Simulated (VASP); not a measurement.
Set up this calculation in VASP 6.6.1, as the native input.

| Item | Value |
| --- | --- |
| Task | single point |
| Functional | PBE |
| Potentials or basis | VASP PAW PBE potentials, release 64 (Rh_pv) |
| Cutoff | 520 eV |
| k mesh | 11 × 11 × 6 |
| Occupations | fermi-dirac, width 0.05 eV |
| Spin | no spin polarisation |
| Dipole correction | no |
| Further INCAR settings | ALGO = Normal; EDIFF = 1e-06; NBANDS = 22 |

The structure of Rh lies in POSCAR:

```
Rh
1.0
    2.7309790422      0.0000000000      0.0000000000
   -1.3654895211      2.3650972278      0.0000000000
    0.0000000000      0.0000000000      4.4284890000
Rh
2
Direct
    0.3333333333      0.6666666667      0.2500000000
    0.6666666667      0.3333333333      0.7500000000
```

These files were run (other wordings do the same):

INCAR

```
PREC = Accurate
ENCUT = 520
EDIFF = 1E-6
ISMEAR = -1
SIGMA = 0.05
LREAL = F
LASPH = T
NELM = 80
ALGO = Normal
ISIF = 2
LWAVE = F
LCHARG = T
GGA = PE
LELF = T
LVHAR = T
NBANDS = 22
```

KPOINTS

```
Automatic mesh
0
Gamma
  11 11 6
```

Potentials or basis: VASP PAW PBE potentials, release 64 (Rh_pv).

Run with:

```sh
$ cat potpaw_PBE.64/Rh_pv/POTCAR > POTCAR
$ mpirun -np 1 vasp_std > vasp.out
```

Results of the run:

```
Pressure               : -3.4 GPa
Band gap on the k mesh : zero (band 15 reaches 11.85 eV, above the bottom of band 16 at 9.65 eV)
```

Run time: 19 s on 1 thread of Intel(R) Xeon(R) Platinum 8488C (Sapphire Rapids), on a shared host, peak memory 0.15 GiB.
